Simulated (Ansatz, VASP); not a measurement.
## LiH: VASP beside Ansatz

```
Li H
1.0
     0.00000    1.95120    2.03250
     1.95120    0.00000    2.03250
     1.95120    1.95120    0.00000
Li H
1 1
Direct
  0.00000 0.00000 0.00000
  0.50000 0.50000 0.50000
```

Change from the starting cell: strain -0.040 along x and y, +0.000 along z, atoms carried along.

Alike in both runs: task single point; functional r2SCAN; k mesh 10 × 10 × 10; occupations gaussian, width 0.05 eV; no spin polarisation.

|  | VASP | Ansatz |
| --- | --- | --- |
| version | VASP 6.6.1 | Ansatz 0.2.0 |
| potentials or method | VASP PAW PBE potentials, release 64 (Li_sv, H), cutoff 830 eV | scalar-relativistic, plane waves, PAW |
| valence electrons in the cell | 4 | 4 |

```tsv
	VASP	Ansatz	Ansatz less VASP
gap on the k mesh at the Fermi level (eV)	3.07	3.12	+0.051
least direct gap on the mesh (eV)	3.39	3.45	+0.064
pressure (GPa)	1.5	1.5	+0.08
traceless stress, the component that is largest in VASP (GPa)	-2.14	-2.13	+0.018
```

VASP's potentials were made for PBE, not for r2SCAN.
